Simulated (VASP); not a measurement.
# AlN (P6_3mc) in VASP: a series of runs

AlN is run at these levels: LDA; tasks: relaxation of the atoms.

All numbers are computed with VASP 6.6.1; they aren't measurements. Logs are shortened: lines on timing, memory, paths and dates and some standing lists are left out, and cuts for length are marked.

### 1 The cell of the first run

It takes space group P6_3mc (No. 186, hexagonal). The conventional cell has a = 2.996 Å, b = 2.996 Å, c = 4.746 Å, α = 90.00°, β = 90.00°, γ = 120.00°. Al (site symmetry 3m) has 4 N at 1.81 to 1.82 Å within 2.4 Å. Within 2.4 Å of N (site symmetry 3m) lie 4 Al at 1.81 to 1.82 Å.

### 2 Relaxation of the atoms, LDA

Input file INCAR:

```
  PREC = Accurate
  ENCUT = 520
  EDIFF = 1E-6
  ISMEAR = 0
  SIGMA = 0.05
  LREAL = False
  LASPH = True
  NELM = 100
  ALGO = Normal
  ISIF = 2
  LWAVE = False
  LCHARG = False
  GGA = CA
  IBRION = 2
  NSW = 50
  EDIFFG = -0.01
```

Input file KPOINTS:

```
Automatic mesh
0
Gamma
  9 9 6
```

Input file POSCAR:

```
AlN
1.0
    2.9960000000      0.0000000000      0.0000000000
   -1.4980000000      2.5946121098      0.0000000000
    0.0000000000      0.0000000000      4.7458000000
Al N
2 2
Direct
    0.3333333333      0.6666666667      0.0015210172
    0.6666666667      0.3333333333      0.5015210172
    0.3333333333      0.6666666667      0.3834789828
    0.6666666667      0.3333333333      0.8834789828
```

Potentials or basis: VASP PAW LDA potentials, release 64 (Al, N).

Run with:

```bash
$ cat potpaw_LDA.64/Al/POTCAR potpaw_LDA.64/N/POTCAR > POTCAR
$ mpirun -np 1 vasp_std > vasp.out
```

OUTCAR:

```text
PREC = Accurate
   ENCUT = 520
   EDIFF = 1E-6
   ISMEAR = 0
   LREAL = False
   LASPH = True
   NELM = 100
   ISIF = 2
   GGA = CA
   IBRION = 2
   NSW = 50
   EDIFFG = -0.01

 ion  position               nearest neighbor table
   1  0.333  0.667  0.002-   3 1.81   4 1.82   4 1.82   4 1.82   2 2.94   2 2.94   2 2.94   2 2.94
                             2 2.94   2 2.94
   2  0.667  0.333  0.502-   4 1.81   3 1.82   3 1.82   3 1.82   1 2.94   1 2.94   1 2.94   1 2.94
                             1 2.94   1 2.94
   3  0.333  0.667  0.383-   1 1.81   2 1.82   2 1.82   2 1.82
   4  0.667  0.333  0.883-   2 1.81   1 1.82   1 1.82   1 1.82

  LATTYP: Found a hexagonal cell.
 ALAT       =     2.9960000000
 C/A-ratio  =     1.5840453939

  Lattice vectors:

 A1 = (   2.9960000000,   0.0000000000,   0.0000000000)
 A2 = (  -1.4980000000,   2.5946121098,   0.0000000000)
 A3 = (   0.0000000000,   0.0000000000,   4.7458000000)

Analysis of symmetry for initial positions (statically):
=====================================================================
 Subroutine PRICEL returns:
 Original cell was already a primitive cell.

 Routine SETGRP: Setting up the symmetry group for a
 hexagonal supercell.

 Subroutine GETGRP returns: Found 12 space group operations
 (whereof  6 operations were pure point group operations)
 out of a pool of 24 trial point group operations.

The static configuration has the point symmetry C_3v.
 The point group associated with its full space group is C_6v.

Analysis of symmetry for dynamics (positions and initial velocities):
=====================================================================
 Subroutine PRICEL returns:
 Original cell was already a primitive cell.

 Routine SETGRP: Setting up the symmetry group for a
 hexagonal supercell.

 Subroutine GETGRP returns: Found 12 space group operations
 (whereof  6 operations were pure point group operations)
 out of a pool of 24 trial point group operations.

The dynamic configuration has the point symmetry C_3v.
 The point group associated with its full space group is C_6v.

 Subroutine INISYM returns: Found 12 space group operations
 (whereof  6 operations are pure point group operations),
 and found     1 'primitive' translations

----------------------------------------------------------------------------------------

                                     Primitive cell

  volume of cell :      36.8913

  direct lattice vectors                    reciprocal lattice vectors
     2.996000000  0.000000000  0.000000000     0.333778371  0.192707032  0.000000000
    -1.498000000  2.594612110  0.000000000     0.000000000  0.385414065  0.000000000
     0.000000000  0.000000000  4.745800000     0.000000000  0.000000000  0.210712630

  length of vectors
     2.996000000  2.996000000  4.745800000     0.385414065  0.385414065  0.210712630

  position of ions in fractional coordinates (direct lattice)
     0.333333333  0.666666667  0.001521017
     0.666666667  0.333333333  0.501521017
     0.333333333  0.666666667  0.383478983
     0.666666667  0.333333333  0.883478983

  ion indices of the primitive-cell ions
   primitive index   ion index
                 1           1
                 2           2
                 3           3
                 4           4

----------------------------------------------------------------------------------------

 KPOINTS: Automatic mesh

Automatic generation of k-mesh.
 Grid dimensions read from file:
 generate k-points for:    9    9    6

 Generating k-lattice:

  Cartesian coordinates                     Fractional coordinates (reciprocal lattice)
     0.037086486  0.021411892  0.000000000     0.111111111  0.000000000  0.000000000
     0.000000000  0.042823785  0.000000000     0.000000000  0.111111111  0.000000000
     0.000000000  0.000000000  0.035118772     0.000000000  0.000000000  0.166666667

  Length of vectors
     0.042823785  0.042823785  0.035118772

  Shift w.r.t. Gamma in fractional coordinates (k-lattice)
     0.000000000  0.000000000  0.000000000

 Subroutine IBZKPT returns following result:
 ===========================================

 Found     48 irreducible k-points:

 Following reciprocal coordinates:
            Coordinates               Weight
  0.000000  0.000000  0.000000      1.000000
  0.111111  0.000000  0.000000      6.000000
  0.222222  0.000000  0.000000      6.000000
  0.333333  0.000000  0.000000      6.000000
  0.444444  0.000000  0.000000      6.000000
  0.111111  0.111111  0.000000      6.000000
[... 16 lines left out ...]
  0.333333  0.222222  0.166667     24.000000
  0.333333  0.333333  0.166667      4.000000
 [... further k-points ...]
   k-points           NKPTS =     48   k-points in BZ     NKDIM =     48   number of bands    NBANDS=     12
   number of dos      NEDOS =    301   number of ions     NIONS =      4
   total plane-waves  NPLWV =  20736
   dimension x,y,z NGX =    24 NGY =   24 NGZ =   36
[... 12 lines left out ...]
   ENCUT  =  520.0 eV  38.22 Ry    6.18 a.u.   5.57  5.57  8.82*2*pi/ulx,y,z
   NELM   =    100;   NELMIN=  2; NELMDL= -5     # of ELM steps
   EDIFF  = 0.1E-05   stopping-criterion for ELM
   LREAL  =      F    real-space projection
   EDIFFG = -.1E-01   stopping-criterion for IOM
   NSW    =     50    number of steps for IOM
   IBRION =      2    ionic relax: 0-MD 1-quasi-New 2-CG
   NFREE  =      1    steps in history (QN), initial steepest desc. (CG)
   ISIF   =      2    stress and relaxation
   ISYM   =      2    0-nonsym 1-usesym 2-fastsym
   POTIM  = 0.5000    time-step for ionic-motion
   TEBEG  =    0.0;   TEEND  =   0.0 temperature during run
   PSTRESS=    0.0 pullay stress
   NELECT =      16.0000    total number of electrons
   NUPDOWN=      -1.0000    fix difference up-down
   EMIN   =  10.00;   EMAX   =-10.00  energy-range for DOS
   EFERMI =   0.00;   METHOD = LEGACY
   ISMEAR =     0;   SIGMA  =   0.05  broadening in eV -4-tet -1-fermi 0-gaus
   EFERMI_NEDOS =   21; number of points for ismear=-14 and -15
   IALGO  =     38    algorithm
   IMIX   =      4    mixing-type and parameters
     AMIX     =   0.40;   BMIX     =  1.00
     AMIX_MAG =   1.60;   BMIX_MAG =  1.00
  volume/ion in A,a.u.               =       9.22        62.24
  Fermi-wavevector in a.u.,A,eV,Ry     =   1.239197  2.341742 20.893223  1.535609
  Thomas-Fermi vector in A             =   2.373690
   LORBIT       =      0    0 simple, 1 ext, 2 COOP (PROOUT), +10 PAW based schemes
   GGA     = CA    functional components
   LHFCALC =     F    Hartree Fock is set to
   AEXX    =    0.0000 exact exchange contribution
   IVDW    =     0    specifies the selected vdW correction
   LEPSILON=     F    determine dielectric tensor
   LRPA    =     F    only Hartree local field effects (RPA)
 conjugate gradient relaxation of ions
 non-spin polarized calculation
 Gauss-broadening in eV      SIGMA  =   0.05
  energy-cutoff  :      520.00
  volume of cell :       36.89
 maximum number of plane-waves:      1020
 NGX is ok and might be reduce to    24
   NGX = 11   NGY = 11   NGZ = 17

--------------------------------------- Ionic step        1  -------------------------------------------

 number of electron      15.9999998 magnetization

 Free energy of the ion-electron system (eV)
  ---------------------------------------------------
  ext. energy  EPLUGINS =         0.00000000
  ---------------------------------------------------
  free energy    TOTEN  =       -32.51948019 eV

  energy without entropy =      -32.51948019  energy(sigma->0) =      -32.51948019

------------------------ aborting loop because EDIFF is reached ----------------------------------------

  FORCE on cell =-STRESS in cart. coord.  units (eV):
  Direction    XX          YY          ZZ          XY          YZ          ZX
  --------------------------------------------------------------------------------------
  -------------------------------------------------------------------------------------
  Total        5.9320426      5.9320426      6.8425600      0.0000000      0.0000000      0.0000000
  in kB      257.6268719    257.6268719    297.1703781      0.0000000      0.0000000      0.0000000
  external PRESSURE =     270.8080406 kB  Pullay stress =       0.0000000 kB
[... 61 lines left out ...]
  energy  without entropy=      -32.5214025965  energy(sigma->0) =      -32.52140260

--------------------------------------- Ionic step        3  -------------------------------------------

 number of electron      15.9999999 magnetization

 Free energy of the ion-electron system (eV)
  ---------------------------------------------------
  ext. energy  EPLUGINS =         0.00000000
  ---------------------------------------------------
  free energy    TOTEN  =       -32.52341048 eV

  energy without entropy =      -32.52341048  energy(sigma->0) =      -32.52341048

 E-fermi :   7.5404     XC(G=0): -11.7965

 val. band max:        7.2504857091   @ k =   0.0000   0.0000   0.0000
 cond. band min:      12.1575999156   @ k =   0.3333   0.3333   0.0000
 fundamental gap:      4.9071142065
 Fermi energy:         7.5403732702

 k-point     1 :       0.0000    0.0000    0.0000
  band No.  band energies     occupation
      1      -8.6676      2.00000
      2      -5.9782      2.00000
      3       0.5620      2.00000
      4       6.1560      2.00000
      5       6.1560      2.00000
      6       6.8695      2.00000
      7       6.8695      2.00000
      8       7.2505      2.00000
      9      12.5331      0.00000
     10      14.7177      0.00000
     11      18.7586      0.00000
     12      18.8886      0.00000
[... 331 lines left out ...]
 k-point    24 :       0.3333    0.3333    0.1667
  band No.  band energies     occupation
      1      -5.6007      2.00000
      2      -5.6007      2.00000
      3       1.8104      2.00000
      4       2.6803      2.00000
      5       2.6803      2.00000
      6       4.1261      2.00000
      7       5.1705      2.00000
      8       5.1705      2.00000
      9      12.6310      0.00000
     10      15.8500      0.00000
     11      16.9365      0.00000
     12      16.9365      0.00000

 [... further k-points ...]
[... 5 lines left out ...]
  --------------------------------------------------------------------------------------
  -------------------------------------------------------------------------------------
  Total        6.2184299      6.2184299      6.1963377      0.0000000      0.0000000      0.0000000
  in kB      270.0645886    270.0645886    269.1051315      0.0000000      0.0000000      0.0000000
  external PRESSURE =     269.7447696 kB  Pullay stress =       0.0000000 kB
[... 19 lines left out ...]
  FREE ENERGIE OF THE ION-ELECTRON SYSTEM (eV)
  ---------------------------------------------------
  free  energy   TOTEN  =       -32.5234104792 eV

  energy  without entropy=      -32.5234104792  energy(sigma->0) =      -32.52341048

 reached required accuracy - stopping structural energy minimisation
```

Wall time 17 s (1 thread of Intel Xeon 6975P-C (Granite Rapids), shared host); peak memory 0.14 GiB.

Results:

```yaml
Free_energy: -32.5234 eV
Energy_gained_by_relaxing: 1.0 meV/atom
Ionic_steps: 3
Pressure_after_relaxing: 27.0 GPa
Band_gap_on_the_k_mesh: 4.91 eV, indirect (least direct gap 5.28 eV)
```

Stress tensor (GPa, compression positive):
```
27.01  0.00  0.00
 0.00 27.01  0.00
 0.00  0.00 26.91
```

Step by step:
```
step  energy change (eV)  largest force (eV/Å)  pressure (GPa)
   1              0.0000                0.2677           27.08
   2             -0.0019                0.1811           26.92
   3             -0.0039                0.0009           26.97
```

Final structure:
```xyz
4
Lattice="2.9960 0.0000 0.0000 -1.4980 2.5946 0.0000 0.0000 0.0000 4.7458" Properties=species:S:1:pos:R:3 pbc="T T T"
Al    0.0000    1.7297    4.7456
Al    1.4980    0.8649    2.3727
N     0.0000    1.7297    1.8274
N     1.4980    0.8649    4.2003
```

Levels at points of the mesh, in eV from the valence-band top:
```
           k point  band 6  band 7  band 8  band 9  band 10  band 11
(0.00, 0.00, 0.00)   -0.38   -0.38    0.00    5.28     7.47    11.51
(0.00, 0.00, 0.50)   -0.75   -0.75   -0.75    7.41     7.41    11.14
```

A k mesh can miss the band edges. As with any semilocal functional, this LDA gap is likely too small.

### 3 Relaxation of the atoms, LDA

This run uses another cell than the first one, of 10.59 Å³/atom, 1.148 times its volume.

Input file INCAR:

```
  ALGO = Normal
  EDIFF = 1E-6
  EDIFFG = -0.01
  ENCUT = 520
  GGA = CA
  IBRION = 2
  ISIF = 2
  ISMEAR = 0
  LASPH = True
  LCHARG = False
  LREAL = False
  LWAVE = False
  NELM = 60
  NSW = 50
  PREC = Accurate
  SIGMA = 0.05
```

Input file KPOINTS:

```
k-points
0
Gamma
  9 9 6
```

Input file POSCAR:

```
AlN
1.0
    3.0268000000      0.0000000000      0.0000000000
   -1.5134000000      2.6212856922      0.0000000000
    0.0000000000      0.0000000000      5.3391000000
Al N
2 2
Direct
    0.3333333333      0.6666666667      0.0015210172
    0.6666666667      0.3333333333      0.5015210172
    0.3333333333      0.6666666667      0.3834789828
    0.6666666667      0.3333333333      0.8834789828
```

Potentials or basis: VASP PAW LDA potentials, release 64 (Al, N).

Run with:

```bash
$ cat potpaw_LDA.64/Al/POTCAR potpaw_LDA.64/N/POTCAR > POTCAR
$ mpirun -np 1 vasp_std > vasp.out
```

Run time: 83 s. Hardware: 1 thread of AMD EPYC 7R13, shared host; peak memory 0.12 GiB.

Results (log left out):

```
Free energy               : -32.5605 eV
Energy gained by relaxing : 11.6 meV/atom
Ionic steps               : 3
Pressure after relaxing   : -5.6 GPa
Band gap on the k mesh    : 3.71 eV, direct
```

Stress tensor (GPa, compression positive):
```
  4.92   0.00   0.00
  0.00   4.92   0.00
  0.00   0.00 -26.63
```

Step by step:
```tsv
step	energy change (eV)	largest force (eV/Å)	pressure (GPa)
1	0.0000	0.6382	-3.55
2	-0.0460	0.0799	-5.41
3	-0.0466	0.0004	-5.60
```

Final structure:
```
Al N
1.0
     3.02680    0.00000    0.00000
    -1.51340    2.62129    0.00000
     0.00000    0.00000    5.33910
Al N
2 2
Direct
  0.33333 0.66667 0.00799
  0.66667 0.33333 0.50799
  0.33333 0.66667 0.37701
  0.66667 0.33333 0.87701
```

Levels at points of the mesh, in eV from the valence-band top:
| k point | band 6 | band 7 | band 8 | band 9 | band 10 | band 11 |
| --- | --- | --- | --- | --- | --- | --- |
| (0.00, 0.00, 0.00) | -0.42 | 0.00 | 0.00 | 3.71 | 7.31 | 9.62 |
| (0.00, 0.00, 0.50) | -0.21 | -0.21 | -0.21 | 6.43 | 6.43 | 9.58 |

### 4 Relaxation of the atoms, LDA

This run uses another cell than the first one, of 10.62 Å³/atom, 1.152 times its volume.

Input file INCAR:

```
PREC = Accurate
ENCUT = 520
EDIFF = 1E-6
ISMEAR = 0
SIGMA = 0.05
LREAL = F
LASPH = T
NELM = 60
ALGO = Normal
ISIF = 2
LWAVE = F
LCHARG = F
IBRION = 2
NSW = 50
EDIFFG = -0.01
```

Input file KPOINTS:

```
Automatic mesh
0
Gamma
  9 9 6
```

Input file POSCAR:

```
AlN
1.0
    3.1504000000      0.0000000000      0.0000000000
   -1.5752000000      2.7283264321      0.0000000000
    0.0000000000      0.0000000000      4.9435842660
Al N
2 2
Direct
    0.3333333333      0.6666666667      0.0015210172
    0.6666666667      0.3333333333      0.5015210172
    0.3333333333      0.6666666667      0.3834789828
    0.6666666667      0.3333333333      0.8834789828
```

Run with:

```bash
$ cat potpaw_LDA.64/Al/POTCAR potpaw_LDA.64/N/POTCAR > POTCAR
$ mpirun -np 1 vasp_std > vasp.out
```

Run time: 73 s. Hardware: 1 thread of AMD EPYC 7R13, shared host; peak memory 0.12 GiB.

The run converged. Its results:

```yaml
Free_energy: -32.7953 eV
Energy_gained_by_relaxing: 0.9 meV/atom
Ionic_steps: 3
Pressure_after_relaxing: -7.5 GPa
Band_gap_on_the_k_mesh: 3.97 eV, direct
```

Stress tensor (GPa, compression positive):
```
-9.40  0.00  0.00
 0.00 -9.40  0.00
 0.00  0.00 -3.58
```

Step by step:
```
step  energy change (eV)  largest force (eV/Å)  pressure (GPa)
   1              0.0000                0.2083           -7.33
   2             -0.0033                0.0406           -7.49
   3             -0.0034                0.0019           -7.46
```

Final structure:
```cif
data_structure
_symmetry_space_group_name_H-M 'P 1'
_symmetry_Int_Tables_number 1
_cell_length_a 3.1504
_cell_length_b 3.1504
_cell_length_c 4.9436
_cell_angle_alpha 90.000
_cell_angle_beta 90.000
_cell_angle_gamma 120.000
_cell_volume 42.49
loop_
_atom_site_label
_atom_site_type_symbol
_atom_site_fract_x
_atom_site_fract_y
_atom_site_fract_z
_atom_site_occupancy
Al1 Al 0.33333 0.66667 0.99984 1
Al2 Al 0.66667 0.33333 0.49984 1
N1 N 0.33333 0.66667 0.38516 1
N2 N 0.66667 0.33333 0.88516 1
```

Levels at points of the mesh, in eV from the valence-band top:
| k point | band 5 | band 6 | band 7 | band 8 | band 9 | band 10 | band 11 | band 12 |
| --- | --- | --- | --- | --- | --- | --- | --- | --- |
| (0.00, 0.00, 0.00) | -1.08 | -0.37 | -0.37 | 0.00 | 3.97 | 6.10 | 10.36 | 10.51 |
| (0.00, 0.00, 0.50) | -0.74 | -0.74 | -0.74 | -0.74 | 6.09 | 6.09 | 9.97 | 9.97 |

### 5 Relaxation of the atoms, LDA

This run uses another cell than the first one, of 10.76 Å³/atom, 1.167 times its volume.

Input file INCAR:

```
SYSTEM = AlN
ALGO     = Normal         ! electronic algorithm
EDIFF    = 1E-6           ! SCF threshold, eV
EDIFFG   = -0.01          ! ionic threshold
ENCUT    = 520            ! plane-wave cutoff, eV
IBRION   = 2              ! ionic algorithm
ISIF     = 2              ! what is computed and relaxed
ISMEAR   = 0              ! smearing method
LASPH    = .True.         ! aspherical terms in the spheres
LCHARG   = .False.        ! write CHGCAR
LREAL    = .False.        ! projectors in reciprocal space
LWAVE    = .False.        ! write WAVECAR
NELM     = 80             ! most SCF steps
NSW      = 50             ! ionic steps
PREC     = Accurate       ! precision mode
SIGMA    = 0.05           ! smearing width, eV
```

Input file KPOINTS:

```
k-points
0
Gamma
  9 9 6
  0 0 0
```

Input file POSCAR:

```
AlN
1.0
    2.9960000000      0.0000000000      0.0000000000
   -1.4980000000      2.5946121098      0.0000000000
    0.0000000000      0.0000000000      5.5368000000
Al N
2 2
Direct
    0.3333333333      0.6666666667      0.0015210172
    0.6666666667      0.3333333333      0.5015210172
    0.3333333333      0.6666666667      0.3834789828
    0.6666666667      0.3333333333      0.8834789828
```

Run with:

```bash
$ cat potpaw_LDA.64/Al/POTCAR potpaw_LDA.64/N/POTCAR > POTCAR
$ mpirun -np 1 vasp_std > vasp.out
```

Wall time 78 s (1 thread of AMD EPYC 7R13, shared host); peak memory 0.12 GiB.

It converged, with:

```yaml
Free_energy: -32.2052 eV
Energy_gained_by_relaxing: 12.6 meV/atom
Ionic_steps: 3
Pressure_after_relaxing: -7.1 GPa
Band_gap_on_the_k_mesh: 3.08 eV, direct
```

Stress tensor (GPa, compression positive):
```
  8.77   0.00   0.00
  0.00   8.77   0.00
  0.00   0.00 -38.75
```

Step by step:
```tsv
step	energy change (eV)	largest force (eV/Å)	pressure (GPa)
1	0.0000	0.6042	-3.66
2	-0.0466	0.1767	-6.26
3	-0.0502	0.0015	-7.07
```

Final structure:
```
Al N
1.0
     2.99600    0.00000    0.00000
    -1.49800    2.59461    0.00000
     0.00000    0.00000    5.53680
Al N
2 2
Cartesian
  0.0000 1.7297 0.0479
  1.4980 0.8649 2.8163
  0.0000 1.7297 2.0838
  1.4980 0.8649 4.8522
```

Levels at points of the mesh, in eV from the valence-band top:
```
           k point  band 6  band 7  band 8  band 9  band 10  band 11
(0.00, 0.00, 0.00)   -0.33    0.00    0.00    3.08     7.52     9.07
(0.00, 0.00, 0.50)   -0.17   -0.17   -0.17    6.11     6.11     9.29
```

### 6 Overview

| cell | gap on the mesh (eV) | pressure (GPa) |
| --- | --- | --- |
| atoms relaxed from a = 2.996, b = 2.996, c = 4.746 Å, angles 90.0, 90.0, 120.0°, 4 atoms | 4.91 | 27.0 |
| atoms relaxed from a = 3.027, b = 3.027, c = 5.339 Å, angles 90.0, 90.0, 120.0°, 4 atoms | 3.71 | -5.6 |
| atoms relaxed from a = 3.150, b = 3.150, c = 4.944 Å, angles 90.0, 90.0, 120.0°, 4 atoms | 3.97 | -7.5 |
| atoms relaxed from a = 2.996, b = 2.996, c = 5.537 Å, angles 90.0, 90.0, 120.0°, 4 atoms | 3.08 | -7.1 |

Alike in all rows: task relaxation of the atoms; level LDA; potentials or basis VASP PAW LDA potentials, release 64 (Al, N); no spin polarisation; k mesh 9 × 9 × 6; cutoff (eV) 520; smearing gaussian 0.05 eV.

Total energies depend on the potentials used, so only differences within one code and one set of settings carry meaning.
